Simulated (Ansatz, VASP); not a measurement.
Lu in VASP and in Ansatz

```
Lu
1.0
     0.00000    2.49000    2.49000
     2.49000    0.00000    2.49000
     2.49000    2.49000    0.00000
Lu
1
Direct
  0.00000 0.00000 0.00000
```

Alike in both runs: task single point; functional BLYP; k mesh 12 × 12 × 12; occupations fermi-dirac, width 0.1 eV; no spin polarisation.

```csv
,VASP,Ansatz
version,VASP 6.6.1,Ansatz 0.2.0
potentials or method,"VASP PAW PBE potentials, release 64 (Lu), cutoff 520 eV","plane waves (420 eV) with PAW, scalar-relativistic"
valence electrons in the cell,25,25
```

VASP gave:

- pressure (GPa): -1.3

Q: What did Ansatz give for the same quantities?

A: Pressure (GPa): -1.5.

VASP's potentials were made for PBE, not for BLYP.

Spin-orbit coupling is off throughout.
